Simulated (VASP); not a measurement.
# CoO (Fm-3m) in VASP: a series of runs

CoO is run at these levels: revPBE, LDA, PBEsol+D4; tasks: single point.

All numbers are computed with VASP 6.6.1; they aren't measurements. Logs are shortened: lines on timing, memory, paths and dates and some standing lists are left out, and cuts for length are marked.

### 1 The cell of the first run

It takes space group Fm-3m (No. 225, cubic). Conventional cell: a = 4.291 Å, b = 4.291 Å, c = 4.291 Å, α = 90.00°, β = 90.00°, γ = 90.00°. Co (site symmetry m-3m) has 6 O at 2.15 Å within 2.8 Å. Within 2.8 Å of O (site symmetry m-3m) lie 6 Co at 2.15 Å.

### 2 Single point, revPBE, collinear spin, ferromagnetic start

File INCAR:

```
SYSTEM = CoO
  PREC = Accurate
  ENCUT = 520
  EDIFF = 1E-7
  ISMEAR = -1
  SIGMA = 0.05
  LREAL = .False.
  LASPH = .True.
  NELM = 150
  ALGO = Normal
  ISIF = 2
  LWAVE = .False.
  LCHARG = .False.
  ISPIN = 2
  MAGMOM = 2 0
  LORBIT = 11
  LMAXMIX = 4
  GGA = RE
  NBANDS = 18
```

File KPOINTS:

```
regular mesh
0
Gamma
  11 11 11
  0 0 0
```

File POSCAR:

```
CoO
1.0
    0.0000000000      2.1456163054      2.1456163054
    2.1456163054      0.0000000000      2.1456163054
    2.1456163054      2.1456163054      0.0000000000
Co O
1 1
Direct
    0.0000000000      0.0000000000      0.0000000000
    0.5000000000      0.5000000000      0.5000000000
```

Potentials or basis: VASP PAW PBE potentials, release 64 (Co, O).

Launch:

```bash
cat potpaw_PBE.64/Co/POTCAR potpaw_PBE.64/O/POTCAR > POTCAR
mpirun -np 1 vasp_std > vasp.out
```

OUTCAR:

```text
SYSTEM = CoO
   PREC = Accurate
   ENCUT = 520
   EDIFF = 1E-7
   ISMEAR = -1
   LREAL = .False.
   LASPH = .True.
   NELM = 150
   ISIF = 2
   ISPIN = 2
   LORBIT = 11
   GGA = RE

 ion  position               nearest neighbor table
   1  0.000  0.000  0.000-   2 2.15   2 2.15   2 2.15   2 2.15   2 2.15   2 2.15
   2  0.500  0.500  0.500-   1 2.15   1 2.15   1 2.15   1 2.15   1 2.15   1 2.15

  LATTYP: Found a face centered cubic cell.
 ALAT       =     4.2912326108

  Lattice vectors:

 A1 = (   0.0000000000,   2.1456163054,   2.1456163054)
 A2 = (   2.1456163054,   0.0000000000,   2.1456163054)
 A3 = (   2.1456163054,   2.1456163054,   0.0000000000)

Analysis of symmetry for initial positions (statically):
[... 25 lines left out ...]
The dynamic configuration has the point symmetry O_h .

Analysis of structural, dynamic, and magnetic symmetry:
=====================================================================
 Subroutine PRICEL returns:
[... 7 lines left out ...]
 out of a pool of 48 trial point group operations.

The overall configuration has the point symmetry O_h .

 Subroutine INISYM returns: Found 48 space group operations
[... 5 lines left out ...]
                                     Primitive cell

  volume of cell :      19.7554

  direct lattice vectors                    reciprocal lattice vectors
     0.000000000  2.145616305  2.145616305    -0.233033278  0.233033278  0.233033278
     2.145616305  0.000000000  2.145616305     0.233033278 -0.233033278  0.233033278
     2.145616305  2.145616305  0.000000000     0.233033278  0.233033278 -0.233033278

  length of vectors
     3.034359679  3.034359679  3.034359679     0.403625477  0.403625477  0.403625477

  position of ions in fractional coordinates (direct lattice)
     0.000000000  0.000000000  0.000000000
     0.500000000  0.500000000  0.500000000

  ion indices of the primitive-cell ions
   primitive index   ion index
                 1           1
                 2           2

----------------------------------------------------------------------------------------

 KPOINTS: regular mesh

Automatic generation of k-mesh.
 Grid dimensions read from file:
 generate k-points for:   11   11   11

 Generating k-lattice:

  Cartesian coordinates                     Fractional coordinates (reciprocal lattice)
    -0.021184843  0.021184843  0.021184843     0.090909091  0.000000000  0.000000000
     0.021184843 -0.021184843  0.021184843     0.000000000  0.090909091  0.000000000
     0.021184843  0.021184843 -0.021184843     0.000000000  0.000000000  0.090909091

  Length of vectors
     0.036693225  0.036693225  0.036693225

  Shift w.r.t. Gamma in fractional coordinates (k-lattice)
     0.000000000  0.000000000  0.000000000

 Subroutine IBZKPT returns following result:
 ===========================================

 Found     56 irreducible k-points:

 Following reciprocal coordinates:
            Coordinates               Weight
  0.000000  0.000000  0.000000      1.000000
  0.090909  0.000000  0.000000      8.000000
  0.181818  0.000000  0.000000      8.000000
  0.272727  0.000000  0.000000      8.000000
  0.363636  0.000000  0.000000      8.000000
  0.454545  0.000000  0.000000      8.000000
[... 16 lines left out ...]
 -0.272727  0.181818  0.000000     24.000000
 -0.181818  0.181818  0.000000     12.000000
 [... further k-points ...]
   k-points           NKPTS =     56   k-points in BZ     NKDIM =     56   number of bands    NBANDS=     18
   number of dos      NEDOS =    301   number of ions     NIONS =      2
   total plane-waves  NPLWV =  13824
   dimension x,y,z NGX =    24 NGY =   24 NGZ =   24
   dimension x,y,z NGXF=    48 NGYF=   48 NGZF=   48
   ions per type =               1   1
   NGX,Y,Z   is equivalent  to a cutoff of  13.15, 13.15, 13.15 a.u.
   NGXF,Y,Z  is equivalent  to a cutoff of  26.30, 26.30, 26.30 a.u.
 SYSTEM =  CoO
   PREC   = accura    normal or accurate (medium, high low for compatibility)
   ISTART =      0    job   : 0-new  1-cont  2-samecut
   ICHARG =      2    charge: 1-file 2-atom 10-const
   ISPIN  =      2    spin polarized calculation?
   LNONCOLLINEAR =      F non collinear calculations
   LSORBIT =      F    spin-orbit coupling
   LASPH  =      T    aspherical Exc in radial PAW
   ENCUT  =  520.0 eV  38.22 Ry    6.18 a.u.   5.64  5.64  5.64*2*pi/ulx,y,z
   NELM   =    150;   NELMIN=  2; NELMDL= -5     # of ELM steps
   EDIFF  = 0.1E-06   stopping-criterion for ELM
   LREAL  =      F    real-space projection
   EDIFFG = 0.1E-05   stopping-criterion for IOM
   NSW    =      0    number of steps for IOM
   IBRION =     -1    ionic relax: 0-MD 1-quasi-New 2-CG
   NFREE  =      0    steps in history (QN), initial steepest desc. (CG)
   ISIF   =      2    stress and relaxation
   ISYM   =      2    0-nonsym 1-usesym 2-fastsym
   POTIM  = 0.5000    time-step for ionic-motion
   TEBEG  =    0.0;   TEEND  =   0.0 temperature during run
   PSTRESS=    0.0 pullay stress
   NELECT =      15.0000    total number of electrons
   NUPDOWN=      -1.0000    fix difference up-down
   EMIN   =  10.00;   EMAX   =-10.00  energy-range for DOS
   EFERMI =   0.00;   METHOD = LEGACY
   ISMEAR =    -1;   SIGMA  =   0.05  broadening in eV -4-tet -1-fermi 0-gaus
   EFERMI_NEDOS =   21; number of points for ismear=-14 and -15
   IALGO  =     38    algorithm
   IMIX   =      4    mixing-type and parameters
     AMIX     =   0.40;   BMIX     =  1.00
     AMIX_MAG =   1.60;   BMIX_MAG =  1.00
  volume/ion in A,a.u.               =       9.88        66.66
  Fermi-wavevector in a.u.,A,eV,Ry     =   1.493516  2.822336 30.349017  2.230590
  Thomas-Fermi vector in A             =   2.605906
   LORBIT       =     11    0 simple, 1 ext, 2 COOP (PROOUT), +10 PAW based schemes
   GGA     = RE    functional components
   LHFCALC =     F    Hartree Fock is set to
   AEXX    =    0.0000 exact exchange contribution
   IVDW    =     0    specifies the selected vdW correction
   LEPSILON=     F    determine dielectric tensor
   LRPA    =     F    only Hartree local field effects (RPA)
 spin polarized calculation
  energy-cutoff  :      520.00
  volume of cell :       19.76
 maximum number of plane-waves:       542
   NGX = 11   NGY = 11   NGZ = 11

 number of electron      15.0000007 magnetization       2.9557450

 Free energy of the ion-electron system (eV)
  ---------------------------------------------------
  ext. energy  EPLUGINS =         0.00000000
  ---------------------------------------------------
  free energy    TOTEN  =       -12.33815740 eV

  energy without entropy =      -12.30340183  energy(sigma->0) =      -12.32077962

 E-fermi :   7.7015     XC(G=0): -12.1509

 val. band max:        7.6974283573   @ k =   0.4545   0.0000   0.0000
 cond. band min:       7.7119956811   @ k =  -0.1818   0.2727   0.0909
 fundamental gap:      0.0145673238
 Fermi energy:         7.7015419954

 spin component 1

 k-point     1 :       0.0000    0.0000    0.0000
  band No.  band energies     occupation
      1     -12.3288      1.00000
      2       4.4111      1.00000
      3       4.4111      1.00000
      4       4.6335      1.00000
      5       4.6335      1.00000
      6       4.6335      1.00000
[... 10 lines left out ...]
     17      28.8847      0.00000
     18      32.4008      0.00000

 k-point     2 :       0.0909    0.0000    0.0000
  band No.  band energies     occupation
      1     -12.2481      1.00000
      2       3.7563      1.00000
      3       3.7563      1.00000
      4       3.8153      1.00000
      5       4.6606      1.00000
      6       4.6606      1.00000
[... 10 lines left out ...]
     17      30.0455      0.00000
     18      33.6539      0.00000

 k-point     3 :       0.1818    0.0000    0.0000
  band No.  band energies     occupation
      1     -12.0234      1.00000
      2       2.5886      1.00000
      3       3.0526      1.00000
      4       3.0526      1.00000
      5       4.8026      1.00000
      6       4.8026      1.00000
[... 10 lines left out ...]
     17      32.5982      0.00000
     18      35.8063      0.00000

 k-point     4 :       0.2727    0.0000    0.0000
  band No.  band energies     occupation
      1     -11.7085      1.00000
      2       1.3773      1.00000
      3       2.4802      1.00000
      4       2.4802      1.00000
      5       4.9950      1.00000
      6       4.9950      1.00000
[... 375 lines left out ...]
      4       1.9655      1.00000
      5       5.1514      1.00000
      6       5.2495      1.00000
[... 10 lines left out ...]
     17      35.5373      0.00000
     18      36.6455      0.00000

 k-point    23 :      -0.2727    0.1818    0.0000
  band No.  band energies     occupation
      1     -11.3685      1.00000
      2       0.7186      1.00000
      3       2.0090      1.00000
      4       2.3823      1.00000
      5       5.0566      1.00000
      6       5.0937      1.00000
[... 10 lines left out ...]
     17      35.2255      0.00000
     18      36.9469      0.00000

 k-point    24 :      -0.1818    0.1818    0.0000
  band No.  band energies     occupation
      1     -11.6286      1.00000
      2       1.2586      1.00000
      3       2.2444      1.00000
      4       2.8839      1.00000
      5       4.9273      1.00000
      6       4.9422      1.00000
[... 10 lines left out ...]
     17      35.1842      0.00000
     18      36.9802      0.00000

 [... further k-points ...]

 spin component 2

 k-point     1 :       0.0000    0.0000    0.0000
  band No.  band energies     occupation
      1     -11.8120      1.00000
      2       5.2825      1.00000
      3       5.2825      1.00000
      4       5.2825      1.00000
      5       6.6587      1.00000
      6       6.6587      1.00000
[... 10 lines left out ...]
     17      29.8720      0.00000
     18      33.1943      0.00000

 k-point     2 :       0.0909    0.0000    0.0000
  band No.  band energies     occupation
      1     -11.7288      1.00000
      2       4.5695      1.00000
      3       4.9963      1.00000
      4       4.9964      1.00000
      5       6.7608      1.00000
      6       6.7609      1.00000
[... 10 lines left out ...]
     17      30.8382      0.00000
     18      34.5040      0.00000

 k-point     3 :       0.1818    0.0000    0.0000
  band No.  band energies     occupation
      1     -11.4968      1.00000
      2       3.2742      1.00000
      3       4.4403      1.00000
      4       4.4403      1.00000
      5       6.9671      1.00000
      6       6.9672      1.00000
[... 10 lines left out ...]
     17      33.1042      0.00000
     18      36.6916      0.00000

 k-point     4 :       0.2727    0.0000    0.0000
  band No.  band energies     occupation
      1     -11.1710      1.00000
      2       2.0053      1.00000
      3       3.9092      1.00000
      4       3.9094      1.00000
      5       7.2105      0.99995
      6       7.2106      0.99995
[... 375 lines left out ...]
      4       3.3585      1.00000
      5       7.4491      0.99363
      6       7.5563      0.94806
[... 10 lines left out ...]
     17      35.9591      0.00000
     18      37.1167      0.00000

 k-point    23 :      -0.2727    0.1818    0.0000
  band No.  band energies     occupation
      1     -10.8120      1.00000
      2       1.4120      1.00000
      3       3.2476      1.00000
      4       3.4873      1.00000
      5       7.2360      0.99991
      6       7.5818      0.91638
[... 10 lines left out ...]
     17      35.6697      0.00000
     18      37.5336      0.00000

 k-point    24 :      -0.1818    0.1818    0.0000
  band No.  band energies     occupation
      1     -11.0854      1.00000
      2       2.0177      1.00000
      3       3.7244      1.00000
      4       3.7529      1.00000
      5       7.0407      1.00000
      6       7.4806      0.98809
[... 10 lines left out ...]
     17      35.7879      0.00000
     18      37.5458      0.00000

 [... further k-points ...]
[... 5 lines left out ...]
  --------------------------------------------------------------------------------------
  -------------------------------------------------------------------------------------
  Total       -0.1413420     -0.1413420     -0.1413420     -0.0000000     -0.0000000      0.0000000
  in kB      -11.4629325    -11.4629325    -11.4629325     -0.0000000     -0.0000000      0.0000000
  external PRESSURE =     -11.4629325 kB  Pullay stress =       0.0000000 kB

 VOLUME and BASIS-vectors are now :
 -----------------------------------------------------------------------------
  energy-cutoff  :      520.00
  volume of cell :       19.76
      direct lattice vectors                 reciprocal lattice vectors
     0.000000000  2.145616305  2.145616305    -0.233033278  0.233033278  0.233033278
     2.145616305  0.000000000  2.145616305     0.233033278 -0.233033278  0.233033278
     2.145616305  2.145616305  0.000000000     0.233033278  0.233033278 -0.233033278

 POSITION                                       TOTAL-FORCE (eV/Angst)
 -----------------------------------------------------------------------------------
      0.00000      0.00000      0.00000         0.000000      0.000000      0.000000
      2.14562      2.14562      2.14562        -0.000000     -0.000000     -0.000000
 -----------------------------------------------------------------------------------
    total drift:                                0.000000     -0.000000     -0.000000

  FREE ENERGIE OF THE ION-ELECTRON SYSTEM (eV)
  ---------------------------------------------------
  free  energy   TOTEN  =       -12.3381574033 eV

  energy  without entropy=      -12.3034018271  energy(sigma->0) =      -12.32077962

 total charge

# of ion       s       p       d       tot
------------------------------------------
    1        0.287   0.341   7.122   7.750
    2        1.559   3.422   0.000   4.981
--------------------------------------------------
tot          1.847   3.763   7.122  12.731

 magnetization (x)

# of ion       s       p       d       tot
------------------------------------------
    1        0.020   0.016   2.563   2.599
    2        0.028   0.280   0.000   0.308
--------------------------------------------------
tot          0.048   0.296   2.563   2.907
```

It took 31 s on 1 thread of Intel Xeon Platinum 8259CL at 2.50GHz (Skylake/Cascade Lake), shared host; peak memory 0.16 GiB.

What came out:

```
Free energy                                           : -12.3382 eV
Pressure                                              : -1.1 GPa
Net moment                                            : 2.96 μB per cell
Site moments                                          : Co +2.60; O +0.31 μB
Valence electrons inside the program's atomic spheres : Co 7.75; O 4.98
```

Caveat: the PAW data sets were made with another functional, which shifts forces and pressure a little; a cell with one magnetic atom can't hold antiferromagnetic order, which such compounds often take; semilocal functionals often make such compounds metallic where correlation or magnetic order opens a gap, which also shifts bond lengths. With open d or f shells a metallic result of revPBE can be an artefact of self-interaction; +U or a hybrid may open a gap.

[end of part 1 of 3]
